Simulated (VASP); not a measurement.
# Cs (P6_3/mmc) in VASP: single point with r2SCAN

Aim: the single point of Cs with r2SCAN.

All numbers are computed with VASP 6.6.1; they aren't measurements. Logs are shortened: lines on timing, memory, paths and dates and some standing lists are left out, and cuts for length are marked.

## Step 1: The cell of the first run

The structure is hexagonal, space group P6_3/mmc (No. 194). Conventional cell: a = 5.566 Å, b = 5.566 Å, c = 9.258 Å, α = 90.00°, β = 90.00°, γ = 120.00°.

This isn't the form of Cs at room conditions, which is bcc.

## Step 2: Single point, r2SCAN

POSCAR reads:

```
Cs
1.0
    5.5663060000      0.0000000000      0.0000000000
   -2.7831530000      4.8205620000      0.0000000000
    0.0000000000      0.0000000000      9.2584790000
Cs
2
Direct
    0.3333330000      0.6666670000      0.2500000000
    0.6666670000      0.3333330000      0.7500000000
```

INCAR.step1 reads:

```
SYSTEM = Cs
  PREC = Accurate
  ENCUT = 520
  ISMEAR = -1
  SIGMA = 0.1
  LREAL = .FALSE.
  LASPH = .TRUE.
  NELM = 80
  NBANDS = 16
  GGA = PE
  ALGO = Normal
  EDIFF = 1E-4
  LWAVE = .TRUE.
  LCHARG = .FALSE.
```

INCAR.step2 reads:

```
SYSTEM = Cs
  PREC = Accurate
  ENCUT = 520
  EDIFF = 1E-7
  ISMEAR = -1
  SIGMA = 0.1
  LREAL = .FALSE.
  LASPH = .TRUE.
  NELM = 80
  ALGO = Normal
  ISIF = 2
  LWAVE = .FALSE.
  LCHARG = .FALSE.
  METAGGA = R2SCAN
  LMIXTAU = .TRUE.
  NBANDS = 16
  ISTART = 1
```

KPOINTS reads:

```
regular mesh
0
G
  5 5 3
  0 0 0
```

Potentials or basis: VASP PAW PBE potentials, release 64 (Cs_sv).

Run with:

```console
$ cat potpaw_PBE.64/Cs_sv/POTCAR > POTCAR
$ cp INCAR.step1 INCAR
$ mpirun -np 1 vasp_std > vasp.out
$ cp INCAR.step2 INCAR
$ mpirun -np 1 vasp_std > vasp.out
```

OUTCAR:

```text
SYSTEM = Cs
   PREC = Accurate
   ENCUT = 520
   EDIFF = 1E-7
   ISMEAR = -1
   LREAL = .FALSE.
   LASPH = .TRUE.
   NELM = 80
   ISIF = 2
   METAGGA = R2SCAN
   ISTART = 1

 ion  position               nearest neighbor table
   1  0.333  0.667  0.250-
   2  0.667  0.333  0.750-

  LATTYP: Found a hexagonal cell.
 ALAT       =     5.5663060000
 C/A-ratio  =     1.6633075868

  Lattice vectors:

 A1 = (   5.5663060000,   0.0000000000,   0.0000000000)
 A2 = (  -2.7831530000,   4.8205620000,   0.0000000000)
 A3 = (   0.0000000000,   0.0000000000,   9.2584790000)

Analysis of symmetry for initial positions (statically):
=====================================================================
 Subroutine PRICEL returns:
 Original cell was already a primitive cell.

 Routine SETGRP: Setting up the symmetry group for a
 hexagonal supercell.

 Subroutine GETGRP returns: Found 24 space group operations
 (whereof 12 operations were pure point group operations)
 out of a pool of 24 trial point group operations.

The static configuration has the point symmetry D_3d.
 The point group associated with its full space group is D_6h.

Analysis of symmetry for dynamics (positions and initial velocities):
=====================================================================
 Subroutine PRICEL returns:
 Original cell was already a primitive cell.

 Routine SETGRP: Setting up the symmetry group for a
 hexagonal supercell.

 Subroutine GETGRP returns: Found 24 space group operations
 (whereof 12 operations were pure point group operations)
 out of a pool of 24 trial point group operations.

The dynamic configuration has the point symmetry D_3d.
 The point group associated with its full space group is D_6h.

 Subroutine INISYM returns: Found 24 space group operations
 (whereof 12 operations are pure point group operations),
 and found     1 'primitive' translations

----------------------------------------------------------------------------------------

                                     Primitive cell

  volume of cell :     248.4302

[... 65 lines left out ...]
   ISTART =      1    job   : 0-new  1-cont  2-samecut
   ICHARG =      0    charge: 1-file 2-atom 10-const
   ISPIN  =      1    spin polarized calculation?
   LNONCOLLINEAR =      F non collinear calculations
   LSORBIT =      F    spin-orbit coupling
   LASPH  =      T    aspherical Exc in radial PAW
   ENCUT  =  520.0 eV  38.22 Ry    6.18 a.u.  10.35 10.35 17.21*2*pi/ulx,y,z
   NELM   =     80;   NELMIN=  2; NELMDL=  0     # of ELM steps
   EDIFF  = 0.1E-06   stopping-criterion for ELM
   LREAL  =      F    real-space projection
   EDIFFG = 0.1E-05   stopping-criterion for IOM
   NSW    =      0    number of steps for IOM
   IBRION =     -1    ionic relax: 0-MD 1-quasi-New 2-CG
   NFREE  =      0    steps in history (QN), initial steepest desc. (CG)
   ISIF   =      2    stress and relaxation
   ISYM   =      2    0-nonsym 1-usesym 2-fastsym
   POTIM  = 0.5000    time-step for ionic-motion
   TEBEG  =    0.0;   TEEND  =   0.0 temperature during run
   PSTRESS=    0.0 pullay stress
   NELECT =      18.0000    total number of electrons
   NUPDOWN=      -1.0000    fix difference up-down
   EMIN   =  10.00;   EMAX   =-10.00  energy-range for DOS
   EFERMI =   0.00;   METHOD = LEGACY
   ISMEAR =    -1;   SIGMA  =   0.10  broadening in eV -4-tet -1-fermi 0-gaus
   EFERMI_NEDOS =   21; number of points for ismear=-14 and -15
   IALGO  =     38    algorithm
   IMIX   =      4    mixing-type and parameters
     AMIX     =   0.40;   BMIX     =  1.00
     AMIX_MAG =   1.60;   BMIX_MAG =  1.00
  volume/ion in A,a.u.               =     124.22       838.24
  Fermi-wavevector in a.u.,A,eV,Ry     =   0.682492  1.289723  6.337529  0.465795
  Thomas-Fermi vector in A             =   1.761581
   LORBIT       =      0    0 simple, 1 ext, 2 COOP (PROOUT), +10 PAW based schemes
   METAGGA = R2SCAN    functional components
   LHFCALC =     F    Hartree Fock is set to
   AEXX    =    0.0000 exact exchange contribution
   IVDW    =     0    specifies the selected vdW correction
   LEPSILON=     F    determine dielectric tensor
   LRPA    =     F    only Hartree local field effects (RPA)
 non-spin polarized calculation
  energy-cutoff  :      520.00
  volume of cell :      248.43
 maximum number of plane-waves:      6718
 NGX is ok and might be reduce to    42
   NGX = 21   NGY = 21   NGZ = 35

 number of electron      18.0000000 magnetization

 Free energy of the ion-electron system (eV)
  ---------------------------------------------------
  ext. energy  EPLUGINS =         0.00000000
  ---------------------------------------------------
  free energy    TOTEN  =       -50.09096356 eV

  energy without entropy =      -50.03627444  energy(sigma->0) =      -50.06361900

 E-fermi :   0.3677     XC(G=0):  -5.4413

 val. band max:        0.1263754588   @ k =   0.4000   0.0000   0.3333
 cond. band min:       0.4029403484   @ k =   0.0000   0.0000   0.0000
 fundamental gap:      0.2765648896
 Fermi energy:         0.3677198975

 k-point     1 :       0.0000    0.0000    0.0000
  band No.  band energies     occupation
      1     -24.4792      2.00000
      2     -24.4749      2.00000
      3     -10.9582      2.00000
      4     -10.8693      2.00000
      5     -10.8693      2.00000
      6     -10.8564      2.00000
[... 167 lines left out ...]
      3     -10.9513      2.00000
      4     -10.9442      2.00000
      5     -10.9127      2.00000
      6     -10.9007      2.00000
[... 8 lines left out ...]
     15       2.8756      0.00000
     16       3.5731      0.00000

------------------------ aborting loop because EDIFF is reached ----------------------------------------

  FORCE on cell =-STRESS in cart. coord.  units (eV):
  Direction    XX          YY          ZZ          XY          YZ          ZX
  --------------------------------------------------------------------------------------
  -------------------------------------------------------------------------------------
  Total        0.0012363      0.0012363     -0.0584970      0.0000000      0.0000000      0.0000000
  in kB        0.0079733      0.0079733     -0.3772590      0.0000000      0.0000000      0.0000000
  external PRESSURE =      -0.1204375 kB  Pullay stress =       0.0000000 kB

 VOLUME and BASIS-vectors are now :
 -----------------------------------------------------------------------------
  energy-cutoff  :      520.00
  volume of cell :      248.43
      direct lattice vectors                 reciprocal lattice vectors
     5.566306000  0.000000000  0.000000000     0.179652358  0.103722346  0.000000000
    -2.783153000  4.820562000  0.000000000     0.000000000  0.207444692  0.000000000
     0.000000000  0.000000000  9.258479000     0.000000000  0.000000000  0.108009102

 POSITION                                       TOTAL-FORCE (eV/Angst)
 -----------------------------------------------------------------------------------
     -0.00000      3.21371      2.31462         0.000000     -0.000000      0.000000
      2.78316      1.60685      6.94386        -0.000000      0.000000      0.000000
 -----------------------------------------------------------------------------------
    total drift:                               -0.001441      0.000832     -0.000389

  FREE ENERGIE OF THE ION-ELECTRON SYSTEM (eV)
  ---------------------------------------------------
  free  energy   TOTEN  =       -50.0909635595 eV

  energy  without entropy=      -50.0362744362  energy(sigma->0) =      -50.06361900
```

OUTCAR.step1:

```text
SYSTEM = Cs
   PREC = Accurate
   ENCUT = 520
   ISMEAR = -1
   LREAL = .FALSE.
   LASPH = .TRUE.
[... 397 lines left out ...]
     -0.00000      3.21371      2.31462        -0.000000      0.000000      0.000000
      2.78316      1.60685      6.94386         0.000000     -0.000000      0.000000
 -----------------------------------------------------------------------------------
    total drift:                               -0.001440      0.000831     -0.000389

  FREE ENERGIE OF THE ION-ELECTRON SYSTEM (eV)
  ---------------------------------------------------
  free  energy   TOTEN  =        -1.7558176279 eV

  energy  without entropy=       -1.6954649586  energy(sigma->0) =       -1.72564129
```

OSZICAR.step1:

```text
N       E                     dE             d eps       ncg     rms          rms(c)
DAV:   1     0.137675406015E+03    0.13768E+03   -0.57920E+03   320   0.792E+02
DAV:   2     0.162176145021E+02   -0.12146E+03   -0.11683E+03   520   0.153E+02
DAV:   3    -0.136649027826E+01   -0.17584E+02   -0.17493E+02   400   0.617E+01
DAV:   4    -0.174883236571E+01   -0.38234E+00   -0.38230E+00   432   0.105E+01
DAV:   5    -0.175175427874E+01   -0.29219E-02   -0.29219E-02   440   0.932E-01    0.179E-01
DAV:   6    -0.175336719003E+01   -0.16129E-02   -0.27561E-03   440   0.246E-01    0.126E-01
DAV:   7    -0.175557130773E+01   -0.22041E-02   -0.54256E-03   384   0.342E-01    0.485E-02
DAV:   8    -0.175581340800E+01   -0.24210E-03   -0.30447E-04   392   0.832E-02    0.110E-02
DAV:   9    -0.175581762794E+01   -0.42199E-05   -0.20027E-05   224   0.264E-02
   1 F= -.17558176E+01 E0= -.17256413E+01  d E =-.603527E-01
```

It took 4 min on 1 thread of Intel Xeon Platinum 8259CL at 2.50GHz (Skylake/Cascade Lake), shared host; peak memory 0.39 GiB.

Results:

```
Free energy            : -50.0910 eV
Pressure               : 0.0 GPa
Band gap on the k mesh : zero (bands 9 and 10 overlap by 1.15 eV)
```

Caveat: the PAW data sets were made with another functional, which shifts forces and pressure a little; spin-orbit coupling is left out, which moves the levels of the heavy elements.

The gap in the log of VASP goes by the Fermi energy; the results here count the filled bands.